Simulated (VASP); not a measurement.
BeTe, 2 atoms in the cell. Symmetry: F-43m, No. 216, cubic system. Conventional cell: a = 5.490 Å, b = 5.490 Å, c = 5.490 Å, α = 90.00°, β = 90.00°, γ = 90.00°. Be (site symmetry -43m) has 4 Te at 2.38 Å within 3.1 Å. Within 3.1 Å of Te (site symmetry -43m) lie 4 Be at 2.38 Å. 

```yaml
Program: VASP 6.6.1
Task: relaxation of cell and atoms
Functional: PBEsol
Potentials_or_basis: VASP PAW PBE potentials, release 64 (Be, Te)
Cutoff: 600 eV
k_mesh: 7 × 7 × 7
Occupations: fermi-dirac, width 0.01 eV
Spin: no spin polarisation
Dipole_correction: no
Further_INCAR_settings: ALGO = Normal; EDIFF = 1e-07; IBRION = 2; EDIFFG = -0.02; NSW = 80; ISIF = 3
```

Potentials or basis: VASP PAW PBE potentials, release 64 (Be, Te).

The run is started by

```bash
$ cat potpaw_PBE.64/Be/POTCAR potpaw_PBE.64/Te/POTCAR > POTCAR
$ mpirun -np 1 vasp_std > vasp.out
```

Hardware: 1 thread of Intel(R) Xeon(R) Platinum 8559C (Emerald Rapids), with other jobs on the host.

**Question.** How long does it take, and how much memory?

**Answer.** Run time: 18 s on 1 thread of Intel(R) Xeon(R) Platinum 8559C (Emerald Rapids), with other jobs on the host, peak memory 0.18 GiB. Counts: scf iterations 29, k points 20, ion steps 3.
